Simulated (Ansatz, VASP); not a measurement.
Mg6F: VASP beside Ansatz

```
Mg F
1.0
     3.20344    0.00000    0.00000
    -1.60172    7.81532    0.00000
     0.00000    0.00000   20.98511
Mg F
6 1
Cartesian
  1.6017 5.4612 4.0000
  1.6017 0.3283 4.6117
  0.0000 3.0107 5.2233
  0.0010 5.7949 6.8894
  0.0029 0.6522 7.4337
  1.6026 3.3224 7.9851
  0.4013 9.1839 11.7151
```

Alike in both runs: task single point; functional PBE; k mesh 9 × 4 × 1; occupations gaussian, width 0.1 eV; no spin polarisation.

|  | VASP | Ansatz |
| --- | --- | --- |
| version | VASP 6.6.1 | Ansatz 0.2.0 |
| potentials or method | VASP PAW PBE potentials, release 64 (Mg, F), cutoff 520 eV | scalar-relativistic, plane waves, PAW |
| valence electrons in the cell | 19 | 67 |

|  | VASP | Ansatz | Ansatz less VASP |
| --- | --- | --- | --- |
| gap on the k mesh at the Fermi level (eV) | none | none | - |
| rms of the force components (eV/Å) | 0.158 | 0.159 | +0.0013 |

Atom by atom the forces differ by 0.003 eV/Å (rms over components). A gap of «none» marks a metal or a gap that the smearing closes. With one functional, cell and mesh, what is left measures potentials, basis and numerics. VASP's potentials hold 19 valence electrons a cell and Ansatz's 67, so a difference there can come from the potentials and not from the codes.
